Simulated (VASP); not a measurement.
# Ti2Si3 (P4/mmm) in VASP: further runs

The runs below take Ti2Si3 through single point, relaxation of cell and atoms, with PBE.

Program: VASP 6.6.1. These are calculated values, not measurements. Logs are shortened: lines on timing, memory, paths and dates and some standing lists are left out, and cuts for length are marked.

## (1) The cell of the first run

It takes space group P4/mmm (No. 123, tetragonal). Conventional cell: a = 4.548 Å, b = 4.548 Å, c = 6.742 Å, α = 90.00°, β = 90.00°, γ = 90.00°. Ti (site symmetry 4mm) has 1 Ti at 1.95 Å and 1 Si at 2.39 Å within 2.6 Å. Si (site symmetry mmm) has 2 Si at 2.27 Å within 3.0 Å. Within 3.0 Å of Si (site symmetry 4/mmm) lie 4 Si at 2.27 Å and 2 Ti at 2.39 Å.

The cell was generated, and may not be a known phase.

## (2) Single point, PBE

The input, INCAR:

```
SYSTEM = Ti2Si3
ALGO = Normal
EDIFF = 1E-6
ENCUT = 520
GGA = PE
ISIF = 2
ISMEAR = 0
LASPH = .True.
LCHARG = .True.
LELF = .True.
LREAL = .False.
LVHAR = .True.
LWAVE = .False.
NBANDS = 26
NELM = 60
PREC = Accurate
SIGMA = 0.1
```

The input, KPOINTS:

```
k-points
0
Gamma
  8 8 6
  0 0 0
```

The input, POSCAR:

```
Ti2Si3
1.0
    4.5479730203      0.0000000000      0.0000000000
    0.0000000000      4.5479730203      0.0000000000
    0.0000000000      0.0000000000      6.7420635130
Ti Si
2 3
Direct
    0.0000000000      0.0000000000      0.1449214902
    0.0000000000      0.0000000000      0.8550785098
    0.5000000000      0.0000000000      0.5000000000
    0.0000000000      0.5000000000      0.5000000000
    0.0000000000      0.0000000000      0.5000000000
```

Potentials or basis: VASP PAW PBE potentials, release 64 (Ti_sv, Si).

The run is started by

```bash
$ cat potpaw_PBE.64/Ti_sv/POTCAR potpaw_PBE.64/Si/POTCAR > POTCAR
$ mpirun -np 1 vasp_std > vasp.out
```

OUTCAR:

```text
SYSTEM = Ti2Si3
   EDIFF = 1E-6
   ENCUT = 520
   GGA = PE
   ISIF = 2
   ISMEAR = 0
   LASPH = .True.
   LREAL = .False.
   NELM = 60
   PREC = Accurate

 ion  position               nearest neighbor table
   1  0.000  0.000  0.145-   2 1.95   5 2.39
   2  0.000  0.000  0.855-   1 1.95   5 2.39
   3  0.500  0.000  0.500-   5 2.27   5 2.27
   4  0.000  0.500  0.500-   5 2.27   5 2.27
   5  0.000  0.000  0.500-   3 2.27   4 2.27   4 2.27   3 2.27   1 2.39   2 2.39

  LATTYP: Found a simple tetragonal cell.
 ALAT       =     4.5479730203
 C/A-ratio  =     1.4824326096

  Lattice vectors:

 A1 = (   4.5479730203,   0.0000000000,   0.0000000000)
 A2 = (   0.0000000000,   4.5479730203,   0.0000000000)
 A3 = (   0.0000000000,   0.0000000000,   6.7420635130)

Analysis of symmetry for initial positions (statically):
=====================================================================
 Subroutine PRICEL returns:
 Original cell was already a primitive cell.

 Routine SETGRP: Setting up the symmetry group for a
 simple tetragonal supercell.

 Subroutine GETGRP returns: Found 16 space group operations
 (whereof 16 operations were pure point group operations)
 out of a pool of 16 trial point group operations.

The static configuration has the point symmetry D_4h.

Analysis of symmetry for dynamics (positions and initial velocities):
=====================================================================
 Subroutine PRICEL returns:
 Original cell was already a primitive cell.

 Routine SETGRP: Setting up the symmetry group for a
 simple tetragonal supercell.

 Subroutine GETGRP returns: Found 16 space group operations
 (whereof 16 operations were pure point group operations)
 out of a pool of 16 trial point group operations.

The dynamic configuration has the point symmetry D_4h.

 Subroutine INISYM returns: Found 16 space group operations
 (whereof 16 operations are pure point group operations),
 and found     1 'primitive' translations

----------------------------------------------------------------------------------------

                                     Primitive cell

  volume of cell :     139.4532

  direct lattice vectors                    reciprocal lattice vectors
     4.547973020  0.000000000  0.000000000     0.219878173  0.000000000  0.000000000
     0.000000000  4.547973020  0.000000000     0.000000000  0.219878173  0.000000000
     0.000000000  0.000000000  6.742063513     0.000000000  0.000000000  0.148322542

  length of vectors
     4.547973020  4.547973020  6.742063513     0.219878173  0.219878173  0.148322542

  position of ions in fractional coordinates (direct lattice)
     0.000000000  0.000000000  0.144921490
     0.000000000  0.000000000  0.855078510
     0.500000000  0.000000000  0.500000000
     0.000000000  0.500000000  0.500000000
     0.000000000  0.000000000  0.500000000

  ion indices of the primitive-cell ions
   primitive index   ion index
                 1           1
                 2           2
                 3           3
                 4           4
                 5           5

----------------------------------------------------------------------------------------

 KPOINTS: k-points

Automatic generation of k-mesh.
 Grid dimensions read from file:
 generate k-points for:    8    8    6

 Generating k-lattice:

  Cartesian coordinates                     Fractional coordinates (reciprocal lattice)
     0.027484772  0.000000000  0.000000000     0.125000000  0.000000000  0.000000000
     0.000000000  0.027484772  0.000000000     0.000000000  0.125000000  0.000000000
     0.000000000  0.000000000  0.024720424     0.000000000  0.000000000  0.166666667

  Length of vectors
     0.027484772  0.027484772  0.024720424

  Shift w.r.t. Gamma in fractional coordinates (k-lattice)
     0.000000000  0.000000000  0.000000000

 Subroutine IBZKPT returns following result:
 ===========================================

 Found     60 irreducible k-points:

 Following reciprocal coordinates:
            Coordinates               Weight
[... 46 lines left out ...]
 Fermi energy:         3.4098313855

 k-point     1 :       0.0000    0.0000    0.0000
  band No.  band energies     occupation
      1     -53.6616      2.00000
      2     -52.6973      2.00000
      3     -30.8699      2.00000
      4     -29.9244      2.00000
      5     -29.9244      2.00000
      6     -29.3503      2.00000
[... 18 lines left out ...]
     25       5.4200      0.00000
     26       6.0009      0.00000

 k-point     2 :       0.1250    0.0000    0.0000
  band No.  band energies     occupation
      1     -53.6616      2.00000
      2     -52.6973      2.00000
      3     -30.8699      2.00000
      4     -29.9247      2.00000
      5     -29.9243      2.00000
      6     -29.3506      2.00000
[... 18 lines left out ...]
     25       5.4628      0.00000
     26       5.6805      0.00000

 k-point     3 :       0.2500    0.0000    0.0000
  band No.  band energies     occupation
      1     -53.6616      2.00000
      2     -52.6973      2.00000
      3     -30.8698      2.00000
      4     -29.9255      2.00000
      5     -29.9243      2.00000
      6     -29.3511      2.00000
[... 18 lines left out ...]
     25       5.2574      0.00000
     26       5.4214      0.00000

 k-point     4 :       0.3750    0.0000    0.0000
  band No.  band energies     occupation
      1     -53.6615      2.00000
      2     -52.6973      2.00000
      3     -30.8697      2.00000
      4     -29.9264      2.00000
      5     -29.9242      2.00000
      6     -29.3517      2.00000
[... 18 lines left out ...]
     25       5.4323      0.00000
     26       5.7783      0.00000
[... 496 lines left out ...]
      1     -53.6615      2.00000
      2     -52.6973      2.00000
      3     -30.8692      2.00000
      4     -29.9255      2.00000
      5     -29.9246      2.00000
      6     -29.3511      2.00000
[... 18 lines left out ...]
     25       5.4631      0.00000
     26       6.0310      0.00000

 k-point    23 :       0.3750    0.1250    0.1667
  band No.  band energies     occupation
      1     -53.6615      2.00000
      2     -52.6973      2.00000
      3     -30.8691      2.00000
      4     -29.9263      2.00000
      5     -29.9246      2.00000
      6     -29.3517      2.00000
[... 18 lines left out ...]
     25       5.5361      0.00000
     26       5.7159      0.00000

 k-point    24 :       0.5000    0.1250    0.1667
  band No.  band energies     occupation
      1     -53.6615      2.00000
      2     -52.6973      2.00000
      3     -30.8691      2.00000
      4     -29.9267      2.00000
      5     -29.9245      2.00000
      6     -29.3519      2.00000
[... 18 lines left out ...]
     25       5.5201      0.00000
     26       5.5331      0.00000

 [... further k-points ...]

------------------------ aborting loop because EDIFF is reached ----------------------------------------

  FORCE on cell =-STRESS in cart. coord.  units (eV):
  Direction    XX          YY          ZZ          XY          YZ          ZX
  --------------------------------------------------------------------------------------
  -------------------------------------------------------------------------------------
  Total       -0.0658173     -0.0658173      1.1666864      0.0000000      0.0000000      0.0000000
  in kB       -0.7561743     -0.7561743     13.4040520      0.0000000      0.0000000      0.0000000
  external PRESSURE =       3.9639012 kB  Pullay stress =       0.0000000 kB

 VOLUME and BASIS-vectors are now :
 -----------------------------------------------------------------------------
  energy-cutoff  :      520.00
  volume of cell :      139.45
      direct lattice vectors                 reciprocal lattice vectors
     4.547973020  0.000000000  0.000000000     0.219878173  0.000000000  0.000000000
     0.000000000  4.547973020  0.000000000     0.000000000  0.219878173  0.000000000
     0.000000000  0.000000000  6.742063513     0.000000000  0.000000000  0.148322542

 POSITION                                       TOTAL-FORCE (eV/Angst)
 -----------------------------------------------------------------------------------
      0.00000      0.00000      0.97707        -0.000000     -0.000000      0.643584
      0.00000      0.00000      5.76499         0.000000      0.000000     -0.643584
      2.27399      0.00000      3.37103         0.000000      0.000000      0.000000
      0.00000      2.27399      3.37103         0.000000      0.000000      0.000000
      0.00000      0.00000      3.37103         0.000000      0.000000      0.000000
 -----------------------------------------------------------------------------------
    total drift:                               -0.000000     -0.000000     -0.000000

  FREE ENERGIE OF THE ION-ELECTRON SYSTEM (eV)
  ---------------------------------------------------
  free  energy   TOTEN  =       -24.7946307568 eV

  energy  without entropy=      -24.7811385241  energy(sigma->0) =      -24.78788464
```

Wall time 2.3 min (1 thread of AMD EPYC 9R45 (Zen 5), shared host); peak memory 0.31 GiB.

What came out:

```yaml
Free_energy: -24.7946 eV
Pressure: 0.4 GPa
Largest_force: 0.644 eV/Å
Band_gap_on_the_k_mesh: zero (bands 18 and 19 overlap by 0.40 eV)
```

Forces on the atoms (eV/Å):
```
Ti   0.000  0.000  0.644
Ti   0.000  0.000 -0.644
Si   0.000  0.000  0.000
Si   0.000  0.000  0.000
Si   0.000  0.000  0.000
```

Stress tensor (GPa, compression positive):
```
-0.08  0.00  0.00
 0.00 -0.08  0.00
 0.00  0.00  1.34
```

Levels at points of the mesh, in eV from the Fermi level:
| k point | band 14 | band 15 | band 16 | band 17 | band 18 | band 19 | band 20 | band 21 | band 22 | band 23 |
| --- | --- | --- | --- | --- | --- | --- | --- | --- | --- | --- |
| (0.00, 0.00, 0.00) | -2.86 | -1.29 | -0.49 | -0.49 | 0.11 | 0.40 | 0.63 | 1.07 | 1.38 | 1.83 |
| (0.50, 0.00, 0.00) | -1.53 | -1.07 | -0.51 | -0.50 | -0.40 | 0.09 | 0.79 | 0.90 | 1.09 | 1.25 |
| (0.50, 0.50, 0.00) | -1.20 | -1.20 | -0.92 | -0.92 | -0.14 | 0.29 | 0.60 | 1.45 | 1.91 | 2.02 |
| (0.00, 0.00, 0.50) | -2.21 | -1.61 | -0.98 | -0.98 | -0.65 | 0.69 | 1.55 | 1.78 | 1.88 | 1.99 |
| (0.50, 0.00, 0.50) | -1.94 | -1.12 | -0.95 | -0.91 | -0.32 | 0.44 | 0.70 | 0.78 | 1.84 | 2.16 |
| (0.50, 0.50, 0.50) | -1.72 | -1.72 | -0.53 | -0.53 | -0.13 | 0.54 | 0.78 | 1.41 | 1.94 | 2.70 |

Caveat: atoms lie so close that the PAW spheres overlap strongly, which falsifies energies and pressures.

## (3) Relaxation of cell and atoms, PBE

This run uses another cell than the first one, of 17.54 Å³/atom.

The input, INCAR:

```
PREC     = Accurate       # precision mode
ENCUT    = 600            # plane-wave cutoff, eV
EDIFF    = 1E-7           # SCF threshold, eV
ISMEAR   = 0              # smearing method
SIGMA    = 0.1            # smearing width, eV
LREAL    = False          # projectors in reciprocal space
LASPH    = True           # aspherical terms in the spheres
NELM     = 60             # most SCF steps
ALGO     = Normal         # electronic algorithm
ISIF     = 3              # what is computed and relaxed
LWAVE    = False          # write WAVECAR
LCHARG   = False          # write CHGCAR
GGA      = PE             # functional
IBRION   = 2              # ionic algorithm
NSW      = 90             # ionic steps
EDIFFG   = -0.04          # ionic threshold
```

The input, KPOINTS:

```
regular mesh
0
Gamma
  6 6 4
```

The input, POSCAR:

```
Ti2Si3
1.0
    3.4936236500      0.0000000000      0.0000000000
    0.0000000000      3.4936236500      0.0000000000
    0.0000000000      0.0000000000      7.1858481600
Ti Si
2 3
Direct
    0.0000000000      0.0000000000      0.2925298100
    0.0000000000      0.0000000000      0.7074701900
    0.5000000000      0.0000000000      0.5000000000
    0.0000000000      0.5000000000      0.5000000000
    0.0000000000      0.0000000000      0.5000000000
```

Potentials or basis: VASP PAW PBE potentials, release 64 (Ti_sv, Si).

The run is started by

```bash
$ cat potpaw_PBE.64/Ti_sv/POTCAR potpaw_PBE.64/Si/POTCAR > POTCAR
$ mpirun -np 1 vasp_std > vasp.out
```

Run time: 16 min. Hardware: 1 thread of AMD EPYC 9R45 (Zen 5), shared host; peak memory 0.21 GiB.

It converged, with:

```yaml
Free_energy: -24.7744 eV
Relaxed_volume: 27.68 Å³/atom
Relaxed_cell: a = 4.522 Å, b = 4.522 Å, c = 6.769 Å, α = 90.00°, β = 90.00°, γ = 90.00°
Space_group_after_relaxing_to_0.1_Å: P4/mmm (No. 123)
Pressure_after_relaxing: 0.0 GPa
Largest_force_after_relaxing: 0.017 eV/Å
Band_gap_on_the_k_mesh: zero (bands 18 and 19 overlap by 0.31 eV)
```

Forces on the atoms (eV/Å):
```
Ti   0.000  0.000  0.017
Ti   0.000  0.000 -0.017
Si   0.000  0.000  0.000
Si   0.000  0.000  0.000
Si   0.000  0.000  0.000
```

Final structure:
```xyz
5
Lattice="4.5220 0.0000 0.0000 0.0000 4.5220 0.0000 0.0000 0.0000 6.7691" Properties=species:S:1:pos:R:3 pbc="T T T"
Ti    0.0000    0.0000    0.9964
Ti    0.0000    0.0000    5.7728
Si    2.2610    0.0000    3.3846
Si    0.0000    2.2610    3.3846
Si    0.0000    0.0000    3.3846
```

Levels at points of the mesh, in eV from the Fermi level:
| k point | band 14 | band 15 | band 16 | band 17 | band 18 | band 19 | band 20 | band 21 | band 22 |
| --- | --- | --- | --- | --- | --- | --- | --- | --- | --- |
| (0.00, 0.00, 0.00) | -2.84 | -1.32 | -0.40 | -0.40 | 0.15 | 0.34 | 0.67 | 1.04 | 1.27 |
| (0.50, 0.00, 0.00) | -1.61 | -1.02 | -0.54 | -0.46 | -0.31 | 0.07 | 0.77 | 0.92 | 1.23 |
| (0.50, 0.50, 0.00) | -1.27 | -1.27 | -0.85 | -0.85 | -0.11 | 0.31 | 0.63 | 1.37 | 1.91 |
| (0.00, 0.00, 0.50) | -2.23 | -1.55 | -0.90 | -0.90 | -0.64 | 0.74 | 1.39 | 1.71 | 1.90 |
| (0.50, 0.00, 0.50) | -1.97 | -1.06 | -0.88 | -0.87 | -0.39 | 0.48 | 0.75 | 0.76 | 1.77 |
| (0.50, 0.50, 0.50) | -1.73 | -1.73 | -0.50 | -0.50 | -0.12 | 0.67 | 0.83 | 1.36 | 1.86 |

Caveat: the volume moved by over 15 % at a fixed basis, so the end points are rough; atoms lie so close that the PAW spheres overlap strongly, which falsifies energies and pressures.

## (4) Relaxation of cell and atoms, PBE

This run uses another cell than the first one, of 27.78 Å³/atom.

The input, INCAR:

```
SYSTEM = Ti2Si3
PREC = Accurate ; ENCUT = 600
EDIFF = 1E-6 ; ISMEAR = 0
SIGMA = 0.1 ; LREAL = .FALSE.
LASPH = .TRUE. ; NELM = 60
ALGO = Normal ; ISIF = 3
LWAVE = .FALSE. ; LCHARG = .FALSE.
GGA = PE ; IBRION = 2
NSW = 100 ; EDIFFG = -0.01
```

The input, KPOINTS:

```
Automatic mesh
0
G
  8 8 6
  0 0 0
```

The input, POSCAR:

```
Ti2Si3
1.0
    4.5386408436      0.0000000000      0.0000000000
    0.0000000000      4.5386408436      0.0000000000
    0.0000000000      0.0000000000      6.7425750698
Ti Si
2 3
Direct
    0.0000000000      0.0000000000      0.1446251882
    0.0000000000      0.0000000000      0.8553748118
    0.5000000000      0.0000000000      0.5000000000
    0.0000000000      0.5000000000      0.5000000000
    0.0000000000      0.0000000000      0.5000000000
```

The run is started by

```bash
$ cat potpaw_PBE.64/Ti_sv/POTCAR potpaw_PBE.64/Si/POTCAR > POTCAR
$ mpirun -np 1 vasp_std > vasp.out
```

It took 6.3 min on 1 thread of AMD EPYC 9R45 (Zen 5), shared host; peak memory 0.36 GiB.

The run converged. Its results:

- Free energy: -24.8080 eV
- Relaxed volume: 27.86 Å³/atom
- Relaxed cell: a = 4.539 Å, b = 4.539 Å, c = 6.762 Å, α = 90.00°, β = 90.00°, γ = 90.00°
- Space group after relaxing (to 0.1 Å): P4/mmm (No. 123)
- Energy gained by relaxing: 3.2 meV/atom
- Ionic steps: 5
- Pressure after relaxing: 0.0 GPa
- Largest force after relaxing: 0.010 eV/Å
- Band gap on the k mesh: zero (bands 18 and 19 overlap by 0.45 eV)

Forces on the atoms (eV/Å):
```
Ti   0.000  0.000  0.010
Ti   0.000  0.000 -0.010
Si   0.000  0.000  0.000
Si   0.000  0.000  0.000
Si   0.000  0.000  0.000
```

Stress tensor (GPa, compression positive):
```
-0.02  0.00  0.00
 0.00 -0.02  0.00
 0.00  0.00  0.06
```

Step by step:
| step | energy change (eV) | largest force (eV/Å) | pressure (GPa) | volume (Å³) |
| --- | --- | --- | --- | --- |
| 1 | 0.0000 | 0.7343 | 0.59 | 138.89 |
| 2 | -0.0014 | 0.3984 | -0.86 | 140.97 |
| 3 | -0.0153 | 0.0575 | -0.20 | 139.89 |
| 4 | -0.0153 | 0.0678 | -0.19 | 139.87 |
| 5 | -0.0160 | 0.0098 | 0.00 | 139.30 |

Final structure:
```
Ti Si
1.0
     4.53861    0.00000    0.00000
     0.00000    4.53861    0.00000
     0.00000    0.00000    6.76233
Ti Si
2 3
Direct
  0.00000 0.00000 0.14763
  0.00000 0.00000 0.85237
  0.50000 0.00000 0.50000
  0.00000 0.50000 0.50000
  0.00000 0.00000 0.50000
```

Levels at points of the mesh, in eV from the Fermi level:
```csv
k point,band 16,band 17,band 18,band 19,band 20,band 21
"(0.00, 0.00, 0.00)",-0.40,-0.40,0.16,0.36,0.67,1.06
"(0.50, 0.00, 0.00)",-0.49,-0.44,-0.30,0.07,0.82,0.94
"(0.50, 0.50, 0.00)",-0.85,-0.85,-0.11,0.33,0.63,1.38
"(0.00, 0.00, 0.50)",-0.89,-0.89,-0.63,0.73,1.41,1.71
"(0.50, 0.00, 0.50)",-0.86,-0.86,-0.32,0.48,0.75,0.80
"(0.50, 0.50, 0.50)",-0.48,-0.48,-0.10,0.66,0.82,1.37
```

Caveat: atoms lie so close that the PAW spheres overlap strongly, which falsifies energies and pressures.

## (5) Overview

| task | cell | k mesh | cutoff (eV) | gap on the mesh (eV) | pressure (GPa) | relaxed volume (Å³/atom) | largest force (eV/Å) |
| --- | --- | --- | --- | --- | --- | --- | --- |
| single point | a = 4.548, b = 4.548, c = 6.742 Å, 5 atoms, atomic positions A | 8 × 8 × 6 | 520 | none | 0.4 | - | 0.64 |
| relaxation of cell and atoms | relaxed from a = 3.494, b = 3.494, c = 7.186 Å, 5 atoms, atomic positions B | 6 × 6 × 4 | 600 | none | 0.0 | 27.68 | 0.02 |
| relaxation of cell and atoms | relaxed from a = 4.539, b = 4.539, c = 6.743 Å, 5 atoms, atomic positions C | 8 × 8 × 6 | 600 | none | 0.0 | 27.86 | 0.01 |

Alike in all rows: level PBE; potentials or basis VASP PAW PBE potentials, release 64 (Ti_sv, Si); no spin polarisation; smearing gaussian 0.1 eV.

Caveats: atoms lie so close that the PAW spheres overlap strongly, which falsifies energies and pressures; the volume moved by over 15 % at a fixed basis, so the end points are rough (at least some runs).

Total energies depend on the potentials used, so only differences within one code and one set of settings carry meaning.
